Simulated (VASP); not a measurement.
# WC (P1) in VASP: notebook, part 2 of 2

VASP 6.6.1. Earlier steps stand in the parts before.

**4. Single point, r2SCAN**

File POSCAR:

```
WC
1.0
   -2.9956770000     -5.1886650000      0.0000000000
    4.4935150000     -2.5943320000      0.0000000000
    0.0000000000      0.0000000000      5.8447700000
W C
8 8
Direct
    0.7148640480      0.5135849745      0.0005474980
    0.7412450535      0.4540389335      0.5031506800
    0.5319306192     -0.0388577046      0.0212497669
    0.4484273168     -0.0093816535      0.5211154588
    0.2366999592      0.4863846285     -0.0374009585
    0.2052390325      0.4953426992      0.5194558554
   -0.0124108841      0.0095962737      0.0248427226
   -0.0037743986     -0.0342731423      0.5187201549
    0.4870929099      0.6811534015      0.2703442565
    0.5273810933      0.6942812946      0.7249729245
    0.2017407742      0.1612880333      0.2800623463
    0.2428305788      0.0969935517      0.7937181446
   -0.0222802913      0.6792133650      0.2704469124
   -0.0337265114      0.6329936065      0.7432627802
    0.7129143656      0.1956288491      0.2081690126
    0.7419803061      0.1549195535      0.7567278096
```

File INCAR.step1:

```
PREC = Accurate
ENCUT = 520
ISMEAR = -1
SIGMA = 0.24
LREAL = Auto
LASPH = T
NELM = 60
NBANDS = 86
GGA = PE
ALGO = Normal
EDIFF = 1E-4
LWAVE = T
LCHARG = F
```

File INCAR.step2:

```
PREC = Accurate
ENCUT = 520
EDIFF = 1E-7
ISMEAR = -1
SIGMA = 0.24
LREAL = Auto
LASPH = T
NELM = 60
ALGO = Normal
ISIF = 2
LWAVE = F
LCHARG = F
METAGGA = R2SCAN
LMIXTAU = T
NBANDS = 86
ISTART = 1
```

File KPOINTS:

```
Automatic mesh
0
Gamma
  2 2 2
```

Potentials or basis: VASP PAW PBE potentials, release 64 (W_sv, C).

Started as:

```
$ cat potpaw_PBE.64/W_sv/POTCAR potpaw_PBE.64/C/POTCAR > POTCAR
$ cp INCAR.step1 INCAR
$ mpirun -np 1 vasp_std > vasp.out
$ cp INCAR.step2 INCAR
$ mpirun -np 1 vasp_std > vasp.out
```

OUTCAR:

```text
PREC = Accurate
   ENCUT = 520
   EDIFF = 1E-7
   ISMEAR = -1
   LREAL = Auto
   LASPH = T
   NELM = 60
   ISIF = 2
   METAGGA = R2SCAN
   ISTART = 1

 ion  position               nearest neighbor table
   1  0.715  0.514  0.001-  15 2.05  10 2.18  14 2.22   9 2.26  16 2.35  13 2.39   3 2.57   5 2.88
                             2 2.93   2 2.96   7 3.05   3 3.07   7 3.09   5 3.14
   2  0.741  0.454  0.503-  16 2.15  14 2.16  15 2.19  10 2.21  13 2.29   9 2.36   6 2.79   1 2.93
                             1 2.96   8 2.96   4 2.98   8 3.06   6 3.22   4 3.29
   3  0.532  0.961  0.021-  15 1.96   9 2.07  10 2.22  16 2.23  12 2.29   1 2.57  11 2.70   7 2.74
                             4 2.97   4 2.97   5 3.05   1 3.07   5 3.27   7 3.27
   4  0.448  0.991  0.521-  10 2.00  12 2.09   9 2.19  11 2.23  16 2.39  15 2.64   8 2.71   6 2.95
                             3 2.97   3 2.97   2 2.98   6 3.00   8 3.28   2 3.29
   5  0.237  0.486  0.963-  14 2.20  12 2.25  10 2.48  11 2.52   9 2.55  13 2.58   6 2.60   1 2.88
                             7 2.91   3 3.05   7 3.12   1 3.14   6 3.26   3 3.27
   6  0.205  0.495  0.519-  14 2.07  13 2.21  11 2.23   9 2.43  10 2.50   5 2.60  12 2.63   8 2.74
[... 219 lines left out ...]
      1     -66.3176      2.00000
      2     -66.2894      2.00000
      3     -66.2521      2.00000
      4     -66.2274      2.00000
      5     -66.1910      2.00000
      6     -66.1337      2.00000
[... 685 lines left out ...]
     83      13.1217      0.00001
     84      13.3656      0.00000
 [bands above 84 left out]

------------------------ aborting loop because EDIFF is reached ----------------------------------------

  FORCE on cell =-STRESS in cart. coord.  units (eV):
  Direction    XX          YY          ZZ          XY          YZ          ZX
  --------------------------------------------------------------------------------------
  -------------------------------------------------------------------------------------
  Total       -6.0164363     -7.7482800    -14.9847679      0.5598079      1.3167429     -0.8546358
  in kB      -53.0520197    -68.3231542   -132.1334033      4.9363009     11.6108382     -7.5360487
  external PRESSURE =     -84.5028591 kB  Pullay stress =       0.0000000 kB

 VOLUME and BASIS-vectors are now :
 -----------------------------------------------------------------------------
  energy-cutoff  :      520.00
  volume of cell :      181.70
      direct lattice vectors                 reciprocal lattice vectors
    -2.995677000 -5.188665000  0.000000000    -0.083453585 -0.144545854  0.000000000
     4.493515000 -2.594332000  0.000000000     0.166907202 -0.096363914  0.000000000
     0.000000000  0.000000000  5.844770000     0.000000000  0.000000000  0.171093131

 POSITION                                       TOTAL-FORCE (eV/Angst)
 -----------------------------------------------------------------------------------
      0.16630     -5.04160      0.00320        -3.154017     -1.179804     -0.310387
     -0.18030     -5.02400      2.94080         3.910702     -0.206719     -0.285794
      2.72541     -5.25353      0.12420         6.395826      3.563504     -2.219148
      3.10802     -4.89673      3.04580        -0.670294     -3.630022     -1.918402
      1.47650     -2.49000      5.62617         0.271713      0.597885      4.659249
      1.61100     -2.35000      3.03610        -2.917766     -2.140986     -3.331816
[... 8 lines left out ...]
     -1.25660     -4.20660      1.21670        -1.491590     -0.594433      3.748586
     -1.52660     -4.25180      4.42290        -0.550903      0.137152     -0.551775
 -----------------------------------------------------------------------------------
    total drift:                               -0.007814     -0.006200      0.007451

  FREE ENERGIE OF THE ION-ELECTRON SYSTEM (eV)
  ---------------------------------------------------
  free  energy   TOTEN  =      -484.5200232721 eV

  energy  without entropy=     -483.6117367143  energy(sigma->0) =     -484.06587999
```

OUTCAR.step1:

```text
PREC = Accurate
   ENCUT = 520
   ISMEAR = -1
   LREAL = Auto
   LASPH = T
   NELM = 60
[... 954 lines left out ...]
      1.47650     -2.49000      5.62617         0.290095      0.545682      4.645013
      1.61100     -2.35000      3.03610        -2.945195     -2.173779     -3.299808
[... 8 lines left out ...]
     -1.25660     -4.20660      1.21670        -1.425568     -0.611182      3.775298
     -1.52660     -4.25180      4.42290        -0.534179      0.140998     -0.476107
 -----------------------------------------------------------------------------------
    total drift:                               -0.006491     -0.007048      0.005081

  FREE ENERGIE OF THE ION-ELECTRON SYSTEM (eV)
  ---------------------------------------------------
  free  energy   TOTEN  =      -171.6367384691 eV

  energy  without entropy=     -170.6360857435  energy(sigma->0) =     -171.13641211
```

OSZICAR.step1:

```text
N       E                     dE             d eps       ncg     rms          rms(c)
DAV:   1     0.189006700849E+04    0.18901E+04   -0.78372E+04  1392   0.190E+03
DAV:   2    -0.599522023483E+01   -0.18961E+04   -0.18367E+04  1384   0.602E+02
DAV:   3    -0.187014910510E+03   -0.18102E+03   -0.17210E+03  1632   0.164E+02
DAV:   4    -0.195995767808E+03   -0.89809E+01   -0.87338E+01  1656   0.318E+01
DAV:   5    -0.196257888707E+03   -0.26212E+00   -0.26024E+00  1696   0.536E+00    0.822E+01
DAV:   6    -0.173248446172E+03    0.23009E+02   -0.16596E+02  1738   0.406E+01    0.249E+01
DAV:   7    -0.172655040401E+03    0.59341E+00   -0.21404E+01  1664   0.167E+01    0.150E+01
DAV:   8    -0.171899171681E+03    0.75587E+00   -0.59824E+00  1648   0.959E+00    0.789E+00
DAV:   9    -0.171651308295E+03    0.24786E+00   -0.16371E+00  1728   0.544E+00    0.125E+00
DAV:  10    -0.171638524847E+03    0.12783E-01   -0.14819E-01  1720   0.211E+00    0.591E-01
DAV:  11    -0.171637015871E+03    0.15090E-02   -0.26700E-02  1832   0.838E-01    0.308E-01
DAV:  12    -0.171636763898E+03    0.25197E-03   -0.38789E-03  1696   0.342E-01    0.138E-01
DAV:  13    -0.171636738469E+03    0.25429E-04   -0.90151E-04  1648   0.172E-01
   1 F= -.17163674E+03 E0= -.17113641E+03  d E =-.100065E+01
```

It took 17 min on 1 thread of Intel Xeon 8259CL, shared host; peak memory 0.34 GiB.

Results:

```yaml
Free_energy: -484.5200 eV
Pressure: -8.5 GPa
Largest_force: 7.650 eV/Å
Band_gap_on_the_k_mesh: zero (bands 72 and 73 overlap by 0.31 eV)
```

Forces in eV/Å, atoms in the order of the input:
```
W   -3.154 -1.180 -0.310
W    3.911 -0.207 -0.286
W    6.396  3.564 -2.219
W   -0.670 -3.630 -1.918
W    0.272  0.598  4.659
W   -2.918 -2.141 -3.332
W   -1.799  0.736 -0.977
W    2.854  0.608  0.243
C   -1.219  1.205 -0.338
C   -2.484  3.265  1.685
C   -0.018 -1.501 -0.298
C    1.884 -0.674 -0.537
C   -1.040  0.795 -1.100
C    0.028 -0.982  1.530
C   -1.492 -0.594  3.749
C   -0.551  0.137 -0.552
```

Caveat: the k points lie up to 0.61 Å⁻¹ apart; the PAW data sets were made with another functional, which shifts forces and pressure a little; spin-orbit coupling is left out, which moves the levels of the heavy elements.

**5. Single point, r2SCAN**

File POSCAR:

```
WC
1.0
   -2.9956770000     -5.1886650000      0.0000000000
    4.4935150000     -2.5943320000      0.0000000000
    0.0000000000      0.0000000000      5.8447700000
W C
8 8
Direct
    0.7562276441      0.4545247451      0.0286923181
    0.7430216832      0.4598522464      0.5180357824
    0.5342236348     -0.0424030062      0.0272893544
    0.4702138001      0.0128426557      0.5216629568
    0.2328688432      0.4641355014     -0.0314982454
    0.2335460673      0.4823236558      0.5167525839
    0.0123628876     -0.0089606426      0.0247400668
   -0.0222172741     -0.0307678459      0.5246057587
    0.4798255730      0.6443068362      0.2779750101
    0.5271628780      0.6370535558      0.7585756155
    0.2618109433      0.1543560044      0.2584190652
    0.2330661426      0.1499028896      0.7285487710
    0.0026963920      0.6407851135      0.2654167743
    0.0077244349      0.6699298683      0.7748123536
    0.7367778879      0.1269715519      0.3056407694
    0.7241459505      0.1096040335      0.7580623361
```

File INCAR.step1:

```
ALGO = Normal ; EDIFF = 1E-4
ENCUT = 520 ; GGA = PE
ISMEAR = -1 ; LASPH = True
LCHARG = False ; LREAL = Auto
LWAVE = True ; NBANDS = 86
NELM = 100 ; PREC = Accurate
SIGMA = 0.24
```

File INCAR.step2:

```
ALGO = Normal ; EDIFF = 1E-6
ENCUT = 520 ; ISIF = 2
ISMEAR = -1 ; ISTART = 1
LASPH = True ; LCHARG = False
LMIXTAU = True ; LREAL = Auto
LWAVE = False ; METAGGA = R2SCAN
NBANDS = 86 ; NELM = 100
PREC = Accurate ; SIGMA = 0.24
```

File KPOINTS:

```
k-points
0
Gamma
  2 2 2
```

Started as:

```
$ cat potpaw_PBE.64/W_sv/POTCAR potpaw_PBE.64/C/POTCAR > POTCAR
$ cp INCAR.step1 INCAR
$ mpirun -np 1 vasp_std > vasp.out
$ cp INCAR.step2 INCAR
$ mpirun -np 1 vasp_std > vasp.out
```

It took 15 min on 1 thread of Intel Xeon 8259CL, shared host; peak memory 0.34 GiB.

Results (log left out):

| Item | Value |
| --- | --- |
| Free energy | -486.7760 eV |
| Pressure | -15.9 GPa |
| Largest force | 6.724 eV/Å |
| Band gap on the k mesh | zero (bands 72 and 73 overlap by 0.23 eV) |

Forces in eV/Å, atoms in the order of the input:
```
W    2.335  0.072 -0.803
W    1.707 -1.139  0.258
W    1.685  2.760  0.120
W   -6.261  0.594 -1.235
W    0.011 -2.832  6.099
W    0.329 -1.302 -2.676
W   -1.149  1.869 -0.600
W   -0.575 -1.697 -0.885
C   -0.986 -0.763 -0.714
C    0.880  1.623  1.074
C    0.392  1.201 -0.816
C    0.816  0.899  2.989
C    0.220  0.850 -0.051
C   -0.863  1.717 -0.702
C    0.575 -0.941 -3.231
C    0.884 -2.909  1.173
```

Stress tensor (GPa, compression positive):
```
-12.83   1.30  -1.59
  1.30 -16.78  -0.16
 -1.59  -0.16 -18.04
```

Levels at points of the mesh, in eV from the Fermi level:
| k point | band 70 | band 71 | band 72 | band 73 | band 74 | band 75 |
| --- | --- | --- | --- | --- | --- | --- |
| (0.00, 0.00, 0.00) | -0.70 | -0.66 | -0.15 | -0.03 | 0.60 | 0.90 |
| (0.50, 0.00, 0.00) | -0.89 | -0.26 | 0.20 | 0.34 | 0.50 | 0.52 |
| (0.00, 0.50, 0.00) | -0.82 | -0.40 | -0.24 | 0.73 | 1.19 | 1.31 |
| (0.50, 0.50, 0.00) | -1.49 | -1.23 | -0.95 | 0.92 | 1.22 | 1.41 |
| (0.00, 0.00, 0.50) | -1.05 | -0.19 | 0.12 | 0.23 | 0.34 | 0.54 |
| (0.50, 0.00, 0.50) | -0.88 | -0.79 | -0.53 | 0.02 | 0.17 | 0.48 |
| (0.00, 0.50, 0.50) | -1.29 | -1.12 | -0.90 | 0.32 | 0.55 | 0.97 |
| (0.50, 0.50, 0.50) | -1.40 | -1.16 | -0.83 | 0.79 | 0.88 | 1.30 |

Caveat: the k points lie up to 0.61 Å⁻¹ apart; the atoms stand as in a frame of molecular dynamics; the PAW data sets were made with another functional, which shifts forces and pressure a little; spin-orbit coupling is left out, which moves the levels of the heavy elements.

**6. Summary**

| cell | gap on the mesh (eV) | pressure (GPa) | largest force (eV/Å) |
| --- | --- | --- | --- |
| as given, atomic positions A | none | -17.3 | 5.83 |
| as given, atomic positions B | none | -9.8 | 9.21 |
| as given, atomic positions C | none | -8.5 | 7.65 |
| as given, atomic positions D | none | -15.9 | 6.72 |

Alike in all rows: task single point; level r2SCAN; potentials or basis VASP PAW PBE potentials, release 64 (W_sv, C); no spin polarisation; k mesh 2 × 2 × 2; cutoff (eV) 520; smearing fermi-dirac 0.24 eV.

Caveats: all runs use coarse meshes; the PAW data sets were made with another functional, which shifts forces and pressure a little; spin-orbit coupling is left out, which moves the levels of the heavy elements; the atoms stand as in a frame of molecular dynamics (at least some runs).

Total energies depend on the potentials used, so only differences within one code and one set of settings carry meaning.
